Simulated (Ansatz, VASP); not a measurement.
# Ca: VASP beside Ansatz

INCAR

```
SYSTEM = Ca
ALGO = Fast ; EDIFF = 1E-7
ENCUT = 520 ; GGA = CA
ISIF = 2 ; ISMEAR = 0
LASPH = .TRUE. ; LCHARG = .FALSE.
LREAL = .FALSE. ; LWAVE = .FALSE.
NBANDS = 11 ; NELM = 80
PREC = Accurate ; SIGMA = 0.1
```

KPOINTS

```
k-points
0
G
  6 6 6
  0 0 0
```

Contents of POSCAR:

```
Ca
1.0
    0.0000000000      2.7942000000      2.7942000000
    2.7942000000      0.0000000000      2.7942000000
    2.7942000000      2.7942000000      0.0000000000
Ca
1
Direct
    0.0000000000      0.0000000000      0.0000000000
```

Input for Ansatz:

```yaml
crystal:
  lattice:
    - [0.0, 2.7942, 2.7942]
    - [2.7942, 0.0, 2.7942]
    - [2.7942, 2.7942, 0.0]
  atoms:
    - { symbol: Ca, position: [0.0, 0.0, 0.0] }
basis:
  ecutwfc: 420
kpoints:
  mp_grid: { grid: [6, 6, 6] }
hamiltonian:
  xc: lda
scf:
  occupations: { method: gaussian, width: 0.1 }
output:
  forces: true
  stress: true
  eigenvalues: true
```

Alike in both runs: task single point; functional LDA; k mesh 6 × 6 × 6; occupations gaussian, width 0.1 eV; no spin polarisation.

|  | VASP | Ansatz |
| --- | --- | --- |
| version | VASP 6.6.1 | Ansatz 0.2.0 |
| potentials or method | VASP PAW LDA potentials, release 64 (Ca_sv), cutoff 520 eV | scalar-relativistic, plane waves, PAW |
| valence electrons in the cell | 10 | 10 |

|  | VASP | Ansatz | Ansatz less VASP |
| --- | --- | --- | --- |
| gap on the k mesh at the Fermi level (eV) | none | none | - |
| pressure (GPa) | -2.2 | -2.2 | +0.01 |

LDA's correlation is that of Perdew and Zunger in VASP and of Perdew and Wang (1992) in Ansatz. A gap of «none» marks a metal or a gap that the smearing closes.
